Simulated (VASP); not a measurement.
Write the native input for VASP 6.6.1 that does the following.

```yaml
Task: single point
Functional: PBE
Potentials_or_basis: VASP PAW PBE potentials, release 64 (Li_sv, Zr_sv, N)
Cutoff: 520 eV
k_mesh: 4 × 4 × 4
Occupations: gaussian, width 0.1 eV
Spin: no spin polarisation
Dipole_correction: no
Further_INCAR_settings: ALGO = Normal; EDIFF = 1e-07; NBANDS = 26
```

The structure of Li2ZrN3 lies in POSCAR:

```
Li2ZrN3
1.0
    4.0266417000      0.0000000000      0.0000000000
    0.0000000000      4.0266417000      0.0000000000
    0.0000000000      0.0000000000      4.2889494200
Li Zr N
2 1 3
Direct
    0.0000000000      0.5000000000      0.0000000000
    0.5000000000      0.0000000000      0.0000000000
    0.0000000000      0.0000000000      0.0000000000
    0.0000000000      0.0000000000      0.3528428100
    0.0000000000      0.0000000000      0.6471571900
    0.5000000000      0.5000000000      0.5000000000
```

One way to write it, as run:

INCAR

```
SYSTEM = Li2ZrN3
PREC = Accurate ; ENCUT = 520
EDIFF = 1E-7 ; ISMEAR = 0
SIGMA = 0.1 ; LREAL = .False.
LASPH = .True. ; NELM = 60
ALGO = Normal ; ISIF = 2
LWAVE = .False. ; LCHARG = .False.
GGA = PE ; NBANDS = 26
```

KPOINTS

```
regular mesh
0
Gamma
  4 4 4
  0 0 0
```

Potentials or basis: VASP PAW PBE potentials, release 64 (Li_sv, Zr_sv, N).

Launch:

```bash
$ cat potpaw_PBE.64/Li_sv/POTCAR potpaw_PBE.64/Zr_sv/POTCAR potpaw_PBE.64/N/POTCAR > POTCAR
$ mpirun -np 1 vasp_std > vasp.out
```

It gave:

The largest force is 20.736 eV/Å.

Caveat: the k points lie up to 0.39 Å⁻¹ apart; forces of over 1 eV/Å act on the atoms, so gaps and moduli don't describe the material at rest.

Run time: 18 s on 1 thread of Intel(R) Xeon(R) 6975P-C (Granite Rapids) (shared host), peak memory 0.18 GiB.
